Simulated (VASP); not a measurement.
Crystal: PbSe.

```
CELL_PARAMETERS angstrom
0.00000 3.06215 3.06215
3.06215 0.00000 3.06215
3.06215 3.06215 0.00000
ATOMIC_POSITIONS crystal
Pb 0.00000 0.00000 0.00000
Se 0.50000 0.50000 0.50000
```

Base run:

- Program: VASP 6.6.1
- Functional: PBEsol
- Potentials or basis: VASP PAW PBE potentials, release 64 (Pb_d, Se)
- Cutoff: 520 eV
- k mesh: 9 × 9 × 9
- Occupations: fermi-dirac, width 0.01 eV
- Spin: no spin polarisation

Its results: pressure -0.6 GPa.

**Question.** The run is repeated on the same cell with these changes: functional from PBEsol to r2SCAN; further incar settings from ALGO = Normal; EDIFF = 1e-06; NBANDS = 17 to ALGO = Normal; EDIFF = 1e-08; NBANDS = 17. What comes out?

**Answer.** Pressure 1.4 GPa.

Caveats: the PAW data sets were made with another functional, which shifts forces and pressure a little.
